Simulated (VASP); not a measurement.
# LuH2 (Fm-3m) in VASP: notebook, part 4 of 4

VASP 6.6.1. Earlier steps stand in the parts before.

### 6 Single point, PBEsol

The input, INCAR:

```
SYSTEM = LuH2
PREC = Accurate
ENCUT = 520
EDIFF = 1E-6
ISMEAR = -1
SIGMA = 0.15
LREAL = .FALSE.
LASPH = .TRUE.
NELM = 60
ALGO = Normal
ISIF = 2
LWAVE = .FALSE.
LCHARG = .TRUE.
GGA = PS
LELF = .TRUE.
LVHAR = .TRUE.
NBANDS = 20
```

The input, KPOINTS:

```
Automatic mesh
0
G
  14 14 14
  0 0 0
```

The input, POSCAR:

```
LuH2
1.0
    0.0000000000      2.4795730352      2.4795730352
    2.4795730352      0.0000000000      2.4795730352
    2.4795730352      2.4795730352      0.0000000000
Lu H
1 2
Direct
    0.0000000000      0.0000000000      0.0000000000
    0.2500000000      0.2500000000      0.2500000000
    0.7500000000      0.7500000000      0.7500000000
```

Potentials or basis: VASP PAW PBE potentials, release 64 (Lu, H).

Command:

```bash
$ cat potpaw_PBE.64/Lu/POTCAR potpaw_PBE.64/H/POTCAR > POTCAR
$ mpirun -np 1 vasp_std > vasp.out
```

OUTCAR:

```text
SYSTEM = LuH2
   PREC = Accurate
   ENCUT = 520
   EDIFF = 1E-6
   ISMEAR = -1
   LREAL = .FALSE.
   LASPH = .TRUE.
   NELM = 60
   ISIF = 2
   GGA = PS

 ion  position               nearest neighbor table
   1  0.000  0.000  0.000-   2 2.15   3 2.15   3 2.15   3 2.15   3 2.15   2 2.15   2 2.15   2 2.15

   2  0.250  0.250  0.250-   1 2.15   1 2.15   1 2.15   1 2.15
   3  0.750  0.750  0.750-   1 2.15   1 2.15   1 2.15   1 2.15

  LATTYP: Found a face centered cubic cell.
 ALAT       =     4.9591460704

  Lattice vectors:

 A1 = (   0.0000000000,   2.4795730352,   2.4795730352)
 A2 = (   2.4795730352,   0.0000000000,   2.4795730352)
 A3 = (   2.4795730352,   2.4795730352,   0.0000000000)

Analysis of symmetry for initial positions (statically):
=====================================================================
 Subroutine PRICEL returns:
 Original cell was already a primitive cell.

 Routine SETGRP: Setting up the symmetry group for a
 face centered cubic supercell.

 Subroutine GETGRP returns: Found 48 space group operations
 (whereof 48 operations were pure point group operations)
 out of a pool of 48 trial point group operations.

The static configuration has the point symmetry O_h .

Analysis of symmetry for dynamics (positions and initial velocities):
=====================================================================
 Subroutine PRICEL returns:
 Original cell was already a primitive cell.

 Routine SETGRP: Setting up the symmetry group for a
 face centered cubic supercell.

 Subroutine GETGRP returns: Found 48 space group operations
 (whereof 48 operations were pure point group operations)
 out of a pool of 48 trial point group operations.

The dynamic configuration has the point symmetry O_h .

 Subroutine INISYM returns: Found 48 space group operations
 (whereof 48 operations are pure point group operations),
 and found     1 'primitive' translations

----------------------------------------------------------------------------------------

                                     Primitive cell

  volume of cell :      30.4902

  direct lattice vectors                    reciprocal lattice vectors
     0.000000000  2.479573035  2.479573035    -0.201647620  0.201647620  0.201647620
     2.479573035  0.000000000  2.479573035     0.201647620 -0.201647620  0.201647620
     2.479573035  2.479573035  0.000000000     0.201647620  0.201647620 -0.201647620

  length of vectors
     3.506645815  3.506645815  3.506645815     0.349263922  0.349263922  0.349263922

  position of ions in fractional coordinates (direct lattice)
     0.000000000  0.000000000  0.000000000
     0.250000000  0.250000000  0.250000000
     0.750000000  0.750000000  0.750000000

  ion indices of the primitive-cell ions
   primitive index   ion index
                 1           1
                 2           2
                 3           3

----------------------------------------------------------------------------------------

 KPOINTS: Automatic mesh

Automatic generation of k-mesh.
 Grid dimensions read from file:
 generate k-points for:   14   14   14

 Generating k-lattice:

  Cartesian coordinates                     Fractional coordinates (reciprocal lattice)
    -0.014403401  0.014403401  0.014403401     0.071428571  0.000000000  0.000000000
     0.014403401 -0.014403401  0.014403401     0.000000000  0.071428571  0.000000000
     0.014403401  0.014403401 -0.014403401     0.000000000  0.000000000  0.071428571

  Length of vectors
     0.024947423  0.024947423  0.024947423

  Shift w.r.t. Gamma in fractional coordinates (k-lattice)
     0.000000000  0.000000000  0.000000000

 Subroutine IBZKPT returns following result:
 ===========================================

 Found    104 irreducible k-points:

 Following reciprocal coordinates:
            Coordinates               Weight
  0.000000  0.000000  0.000000      1.000000
  0.071429  0.000000  0.000000      8.000000
  0.142857  0.000000  0.000000      8.000000
  0.214286  0.000000  0.000000      8.000000
  0.285714  0.000000  0.000000      8.000000
  0.357143  0.000000  0.000000      8.000000
[... 16 lines left out ...]
  0.214286  0.142857  0.000000     24.000000
  0.285714  0.142857  0.000000     24.000000
 [... further k-points ...]
   k-points           NKPTS =    104   k-points in BZ     NKDIM =    104   number of bands    NBANDS=     20
   number of dos      NEDOS =    301   number of ions     NIONS =      3
   total plane-waves  NPLWV =  21952
   dimension x,y,z NGX =    28 NGY =   28 NGZ =   28
   dimension x,y,z NGXF=    56 NGYF=   56 NGZF=   56
   ions per type =               1   2
   NGX,Y,Z   is equivalent  to a cutoff of  13.27, 13.27, 13.27 a.u.
   NGXF,Y,Z  is equivalent  to a cutoff of  26.55, 26.55, 26.55 a.u.
 SYSTEM =  LuH2
   PREC   = accura    normal or accurate (medium, high low for compatibility)
   ISTART =      0    job   : 0-new  1-cont  2-samecut
   ICHARG =      2    charge: 1-file 2-atom 10-const
   ISPIN  =      1    spin polarized calculation?
   LNONCOLLINEAR =      F non collinear calculations
   LSORBIT =      F    spin-orbit coupling
   LASPH  =      T    aspherical Exc in radial PAW
   ENCUT  =  520.0 eV  38.22 Ry    6.18 a.u.   6.52  6.52  6.52*2*pi/ulx,y,z
   NELM   =     60;   NELMIN=  2; NELMDL= -5     # of ELM steps
   EDIFF  = 0.1E-05   stopping-criterion for ELM
   LREAL  =      F    real-space projection
   EDIFFG = 0.1E-04   stopping-criterion for IOM
   NSW    =      0    number of steps for IOM
   IBRION =     -1    ionic relax: 0-MD 1-quasi-New 2-CG
   NFREE  =      0    steps in history (QN), initial steepest desc. (CG)
   ISIF   =      2    stress and relaxation
   ISYM   =      2    0-nonsym 1-usesym 2-fastsym
   POTIM  = 0.5000    time-step for ionic-motion
   TEBEG  =    0.0;   TEEND  =   0.0 temperature during run
   PSTRESS=    0.0 pullay stress
   NELECT =      27.0000    total number of electrons
   NUPDOWN=      -1.0000    fix difference up-down
   EMIN   =  10.00;   EMAX   =-10.00  energy-range for DOS
   EFERMI =   0.00;   METHOD = LEGACY
   ISMEAR =    -1;   SIGMA  =   0.15  broadening in eV -4-tet -1-fermi 0-gaus
   EFERMI_NEDOS =   21; number of points for ismear=-14 and -15
   IALGO  =     38    algorithm
   IMIX   =      4    mixing-type and parameters
     AMIX     =   0.40;   BMIX     =  1.00
     AMIX_MAG =   1.60;   BMIX_MAG =  1.00
  volume/ion in A,a.u.               =      10.16        68.59
  Fermi-wavevector in a.u.,A,eV,Ry     =   1.572084  2.970809 33.626109  2.471449
  Thomas-Fermi vector in A             =   2.673572
   LORBIT       =      0    0 simple, 1 ext, 2 COOP (PROOUT), +10 PAW based schemes
   GGA     = PS    functional components
   LHFCALC =     F    Hartree Fock is set to
   AEXX    =    0.0000 exact exchange contribution
   IVDW    =     0    specifies the selected vdW correction
   LEPSILON=     F    determine dielectric tensor
   LRPA    =     F    only Hartree local field effects (RPA)
 non-spin polarized calculation
  energy-cutoff  :      520.00
  volume of cell :       30.49
 maximum number of plane-waves:       869
 NGX is ok and might be reduce to    28
   NGX = 13   NGY = 13   NGZ = 13

 number of electron      26.9999997 magnetization

 Free energy of the ion-electron system (eV)
  ---------------------------------------------------
  ext. energy  EPLUGINS =         0.00000000
  ---------------------------------------------------
  free energy    TOTEN  =       -13.72136616 eV

  energy without entropy =      -13.67854833  energy(sigma->0) =      -13.69995724

 E-fermi :   2.6807     XC(G=0): -11.4091

 val. band max:        2.6133847880   @ k =  -0.3571   0.2143   0.0000
 cond. band min:       2.6921740157   @ k =   0.4286   0.2143   0.0000
 fundamental gap:      0.0787892277
 Fermi energy:         2.6807230253

 k-point     1 :       0.0000    0.0000    0.0000
  band No.  band energies     occupation
      1     -53.3124      2.00000
      2     -23.8103      2.00000
      3     -23.8103      2.00000
      4     -23.8103      2.00000
      5      -6.7672      2.00000
      6      -2.4448      2.00000
[... 12 lines left out ...]
     19      13.0523      0.00000
     20      15.3325      0.00000
[... 507 lines left out ...]
 k-point    24 :       0.2857    0.1429    0.0000
  band No.  band energies     occupation
      1     -53.2963      2.00000
      2     -24.0770      2.00000
      3     -23.8757      2.00000
      4     -23.8734      2.00000
      5      -5.1117      2.00000
      6      -2.4771      2.00000
[... 12 lines left out ...]
     19      11.6658      0.00000
     20      13.5831      0.00000

 [... further k-points ...]
[... 5 lines left out ...]
  --------------------------------------------------------------------------------------
  -------------------------------------------------------------------------------------
  Total        0.0696238      0.0696238      0.0696238     -0.0000000      0.0000000     -0.0000000
  in kB        3.6585359      3.6585359      3.6585359     -0.0000000      0.0000000     -0.0000000
  external PRESSURE =       3.6585359 kB  Pullay stress =       0.0000000 kB

 VOLUME and BASIS-vectors are now :
 -----------------------------------------------------------------------------
  energy-cutoff  :      520.00
  volume of cell :       30.49
      direct lattice vectors                 reciprocal lattice vectors
     0.000000000  2.479573035  2.479573035    -0.201647620  0.201647620  0.201647620
     2.479573035  0.000000000  2.479573035     0.201647620 -0.201647620  0.201647620
     2.479573035  2.479573035  0.000000000     0.201647620  0.201647620 -0.201647620

 POSITION                                       TOTAL-FORCE (eV/Angst)
 -----------------------------------------------------------------------------------
      0.00000      0.00000      0.00000        -0.000000     -0.000000     -0.000000
      1.23979      1.23979      1.23979         0.000000      0.000000      0.000000
      3.71936      3.71936      3.71936        -0.000000     -0.000000     -0.000000
 -----------------------------------------------------------------------------------
    total drift:                               -0.000000     -0.000000      0.000000

  FREE ENERGIE OF THE ION-ELECTRON SYSTEM (eV)
  ---------------------------------------------------
  free  energy   TOTEN  =       -13.7213661606 eV

  energy  without entropy=      -13.6785483291  energy(sigma->0) =      -13.69995724
```

OSZICAR:

```text
N       E                     dE             d eps       ncg     rms          rms(c)
DAV:   1     0.954037888226E+02    0.95404E+02   -0.10901E+04  5260   0.444E+03
DAV:   2    -0.633939379069E+01   -0.10174E+03   -0.98236E+02  4416   0.408E+02
DAV:   3    -0.142031365768E+02   -0.78637E+01   -0.77830E+01  4680   0.800E+01
DAV:   4    -0.144847420914E+02   -0.28161E+00   -0.28026E+00  5900   0.130E+01
DAV:   5    -0.144893067568E+02   -0.45647E-02   -0.45641E-02  4924   0.164E+00    0.702E+00
DAV:   6    -0.138802119700E+02    0.60909E+00   -0.90501E-01  6664   0.238E+01    0.348E+00
DAV:   7    -0.137213354714E+02    0.15888E+00   -0.29788E-01  6276   0.671E+00    0.743E-01
DAV:   8    -0.137207901945E+02    0.54528E-03   -0.54854E-02  5520   0.146E+00    0.231E-01
DAV:   9    -0.137212424540E+02   -0.45226E-03   -0.15067E-03  6436   0.765E-01    0.959E-02
DAV:  10    -0.137213639739E+02   -0.12152E-03   -0.28897E-04  6768   0.198E-01    0.270E-02
DAV:  11    -0.137213660873E+02   -0.21133E-05   -0.23572E-05  6052   0.499E-02    0.123E-02
DAV:  12    -0.137213661606E+02   -0.73322E-07   -0.30885E-06  5852   0.569E-02
   1 F= -.13721366E+02 E0= -.13699957E+02  d E =-.428178E-01
```

Run time: 98 s. Hardware: 1 thread of Oxide Virtual Turin-like, shared host; peak memory 0.18 GiB.

What came out:

```
Free energy : -13.7214 eV
Pressure    : 0.4 GPa
```

Levels at points of the mesh, in eV from the Fermi level:
```csv
k point,band 10,band 11,band 12,band 13,band 14,band 15,band 16,band 17
"(0.00, 0.00, 0.00)",-4.70,-4.70,-4.70,-0.31,1.42,1.42,1.42,4.39
"(0.50, 0.00, 0.00)",-4.72,-4.72,-4.70,-3.76,1.49,1.49,5.06,6.01
"(0.50, 0.50, 0.00)",-4.74,-4.73,-4.73,-3.81,-2.42,6.23,6.32,6.32
```

Caveat: the PAW data sets were made with another functional, which shifts forces and pressure a little; spin-orbit coupling is left out, which moves the levels of the heavy elements.

### 7 The runs side by side

```csv
task,cell,cutoff (eV),smearing,gap on the mesh (eV),pressure (GPa),relaxed volume (Å³/atom)
single point,"a = 3.507 Å, angles 60.0°, 3 atoms",520,fermi-dirac 0.15 eV,none,0.4,-
relaxation of cell and atoms,"relaxed from a = 3.506 Å, angles 60.0°, 3 atoms",600,fermi-dirac 0.15 eV,none,0.0,10.21
single point,"a = 3.506 Å, angles 60.0°, 3 atoms",520,gaussian 0.1 eV,none,0.3,-
relaxation of cell and atoms,"relaxed from a = 3.559 Å, angles 60.0°, 3 atoms",600,gaussian 0.1 eV,none,0.0,10.20
```

Alike in all rows: level PBEsol; potentials or basis VASP PAW PBE potentials, release 64 (Lu, H); no spin polarisation; k mesh 14 × 14 × 14.

Caveats: the PAW data sets were made with another functional, which shifts forces and pressure a little; spin-orbit coupling is left out, which moves the levels of the heavy elements.

Total energies depend on the potentials used, so only differences within one code and one set of settings carry meaning.
